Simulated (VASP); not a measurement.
Here is a VASP 6.6.1 calculation.

File INCAR:

```
SYSTEM = F
PREC     = Accurate       ! precision mode
ENCUT    = 600            ! plane-wave cutoff, eV
EDIFF    = 1E-7           ! SCF threshold, eV
ISMEAR   = -1             ! smearing method
SIGMA    = 0.02           ! smearing width, eV
LREAL    = .FALSE.        ! projectors in reciprocal space
LASPH    = .TRUE.         ! aspherical terms in the spheres
NELM     = 120            ! most SCF steps
ALGO     = Normal         ! electronic algorithm
ISIF     = 3              ! what is computed and relaxed
LWAVE    = .FALSE.        ! write WAVECAR
LCHARG   = .FALSE.        ! write CHGCAR
GGA      = PE             ! functional
IVDW     = 13             ! dispersion correction
IBRION   = 2              ! ionic algorithm
NSW      = 80             ! ionic steps
EDIFFG   = -0.005         ! ionic threshold
GGA_COMPAT= .FALSE.      
NELMIN   = 4
```

KPOINTS

```
Automatic mesh
0
G
  8 8 4
  0 0 0
```

The input POSCAR:

```
F
1.0
    2.8604385440     -1.8232123519      0.0000000000
    2.8604385440      1.8232123519      0.0000000000
    0.0000000000      0.0000000000      6.7154610078
F
4
Direct
    0.9102544886      0.0897455114      0.0936222487
    0.5897455114      0.4102544886      0.5936222487
    0.4102544886      0.5897455114      0.4063777513
    0.0897455114      0.9102544886      0.9063777513
```

Potentials or basis: VASP PAW PBE potentials, release 64 (F).

Launch:

```bash
$ cat potpaw_PBE.64/F/POTCAR > POTCAR
$ mpirun -np 1 vasp_std > vasp.out
```

Q: Estimate the relaxed volume.

A: 15.05 Å³/atom.

Q: Estimate the band gap on the k mesh.

A: 2.78 eV.

Q: Predict the relaxed cell.

A: a = 3.184 Å, b = 3.184 Å, c = 6.512 Å, α = 90.00°, β = 90.00°, γ = 65.73°.

Q: Predict the space group after relaxing (to 0.1 Å).

A: Cmce (No. 64).

Step by step:
| step | energy change (eV) | largest force (eV/Å) | pressure (GPa) | volume (Å³) |
| --- | --- | --- | --- | --- |
| 1 | 0.0000 | 0.3509 | 0.23 | 70.04 |
| 2 | 0.0272 | 0.9240 | -2.64 | 70.30 |
| 3 | -0.0033 | 0.0093 | -0.52 | 70.11 |
| 4 | -0.0049 | 0.0081 | -0.51 | 69.63 |
| 5 | -0.0094 | 0.0062 | -0.48 | 68.22 |
| 6 | -0.0169 | 0.0109 | -0.34 | 65.46 |
| 7 | -0.0222 | 0.0575 | 0.25 | 60.16 |
| 8 | -0.0225 | 0.0487 | 0.11 | 61.17 |
| 9 | -0.0011 | 0.7910 | -2.05 | 60.31 |
| 10 | -0.0227 | 0.0212 | -0.05 | 61.11 |
| 11 | -0.0231 | 0.0219 | -0.04 | 60.84 |
| 12 | -0.0236 | 0.0257 | 0.00 | 60.01 |
| 13 | -0.0175 | 0.4554 | 1.26 | 59.82 |
| 14 | -0.0237 | 0.0021 | 0.06 | 60.00 |
| 15 | -0.0237 | 0.0016 | 0.03 | 60.19 |

A k mesh can miss the band edges.
